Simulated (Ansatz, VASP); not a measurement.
# Ti: VASP beside Ansatz

```
CELL_PARAMETERS angstrom
0.00000 2.19977 2.05586
2.10376 0.00000 2.05586
2.10376 2.19977 0.00000
ATOMIC_POSITIONS crystal
Ti 0.00000 0.00000 0.00000
```

Change from the starting cell: normal strain along x +0.0233, normal strain along y +0.0700.

Alike in both runs: task single point; functional PBE; k mesh 18 × 18 × 18; occupations gaussian, width 0.15 eV; no spin polarisation.

|  | VASP | Ansatz |
| --- | --- | --- |
| version | VASP 6.6.1 | Ansatz 0.2.0 |
| potentials or method | VASP PAW PBE potentials, release 64 (Ti_sv), cutoff 520 eV | scalar-relativistic, plane waves, PAW |
| valence electrons in the cell | 12 | 12 |

```csv
,VASP,Ansatz,Ansatz less VASP
gap on the k mesh at the Fermi level (eV),none,none,-
pressure (GPa),-8.4,-8.3,+0.13
"traceless stress, the component that is largest in VASP (GPa)",-1.22,-1.22,+0.001
```

A gap of «none» marks a metal or a gap that the smearing closes.
